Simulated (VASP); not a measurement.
ZrO2: single point with PBE

The system is ZrO2.

```
Zr O
1.0
     0.00000    2.56684    2.56684
     2.56684    0.00000    2.56684
     2.56684    2.56684    0.00000
Zr O
1 2
Direct
  0.00000 0.00000 0.00000
  0.25000 0.25000 0.25000
  0.75000 0.75000 0.75000
```

| Property | Result |
| --- | --- |
| Program | VASP 6.6.1 |
| Task | single point |
| Functional | PBE |
| Potentials or basis | VASP PAW PBE potentials, release 64 (Zr_sv, O) |
| Cutoff | 600 eV |
| k mesh | 12 × 12 × 12 |
| Occupations | gaussian, width 0.05 eV |
| Spin | no spin polarisation |
| Dipole correction | no |
| Further INCAR settings | ALGO = Normal; EDIFF = 1e-06; NBANDS = 19 |

* Pressure: -2.3 GPa
* Band gap on the k mesh: 3.28 eV (least direct gap 3.71 eV)

Levels at points of the mesh, in eV from the valence-band top:
```tsv
k point	band 10	band 11	band 12	band 13	band 14	band 15
(0.00, 0.00, 0.00)	-0.52	-0.52	-0.52	3.28	3.28	6.39
(0.50, 0.00, 0.00)	-2.45	-1.62	-1.62	3.89	3.89	5.85
(0.50, 0.50, 0.00)	-1.47	-1.47	0.00	3.71	4.60	5.60
```

It took 120 s on 1 thread of AMD EPYC 7R13 (shared host), peak memory 0.18 GiB.

A k mesh can miss the band edges.
